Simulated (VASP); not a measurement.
CdSe (rocksalt type), 2 atoms in the cell. Symmetry: Fm-3m, No. 225, cubic system. The conventional cell has a = 5.457 Å, b = 5.457 Å, c = 5.457 Å, α = 90.00°, β = 90.00°, γ = 90.00°. Cd (site symmetry m-3m) has 6 Se at 2.73 Å within 3.6 Å. Within 3.6 Å of Se (site symmetry m-3m) lie 6 Cd at 2.73 Å. 

- Program: VASP 6.6.1
- Task: single point
- Functional: PBE
- Potentials or basis: VASP PAW PBE potentials, release 64 (Cd, Se)
- Cutoff: 520 eV
- k mesh: 13 × 13 × 13
- Occupations: fermi-dirac, width 0.08 eV
- Spin: no spin polarisation
- Dipole correction: no
- Further INCAR settings: ALGO = Normal; EDIFF = 1e-06; NBANDS = 16

Potentials or basis: VASP PAW PBE potentials, release 64 (Cd, Se).

Run with:

```console
$ cat potpaw_PBE.64/Cd/POTCAR potpaw_PBE.64/Se/POTCAR > POTCAR
$ mpirun -np 1 vasp_std > vasp.out
```

Hardware: 1 thread of Intel(R) Xeon(R) Platinum 8559C (Emerald Rapids), on a shared host.

Q: How long does it take, and how much memory?

A: It took 40 s on 1 thread of Intel(R) Xeon(R) Platinum 8559C (Emerald Rapids), with other jobs on the host, peak memory 0.2 GiB. Counts: scf iterations 12, k points 84.
